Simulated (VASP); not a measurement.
Input of a VASP 6.6.1 run:

The input INCAR:

```
SYSTEM = Sn
  ALGO = Fast
  EDIFF = 1E-6
  EDIFFG = -0.005
  ENCUT = 600
  GGA = PE
  IBRION = 2
  ISIF = 3
  ISMEAR = 0
  IVDW = 12
  LASPH = .True.
  LCHARG = .False.
  LREAL = .False.
  LWAVE = .False.
  NELM = 100
  NSW = 70
  PREC = Accurate
  SIGMA = 0.1
```

KPOINTS

```
k-points
0
Gamma
  12 12 12
  0 0 0
```

Contents of POSCAR:

```
Sn
1.0
    0.0000000000      3.3273247541      3.3273247541
    3.3273247541      0.0000000000      3.3273247541
    3.3273247541      3.3273247541      0.0000000000
Sn
2
Direct
    0.0000000000      0.0000000000      0.0000000000
    0.2500000000      0.2500000000      0.2500000000
```

Potentials or basis: VASP PAW PBE potentials, release 64 (Sn_d).

Launch:

```bash
$ cat potpaw_PBE.64/Sn_d/POTCAR > POTCAR
$ mpirun -np 1 vasp_std > vasp.out
```

Predict the relaxed volume.

35.50 Å³/atom.

Estimate the relaxed cell.

a = 4.648 Å, b = 4.648 Å, c = 4.648 Å, α = 60.00°, β = 60.00°, γ = 60.00°.

Step by step:
```tsv
step	energy change (eV)	largest force (eV/Å)	pressure (GPa)	volume (Å³)
1	0.0000	0.0000	-1.30	73.67
2	-0.0112	0.0000	0.23	70.53
3	-0.0115	0.0000	0.03	70.95
4	-0.0115	0.0000	-0.08	71.02
5	-0.0115	0.0000	0.02	71.00
```

Caveat: pairwise dispersion overbinds metals, which lowers pressure and volume.
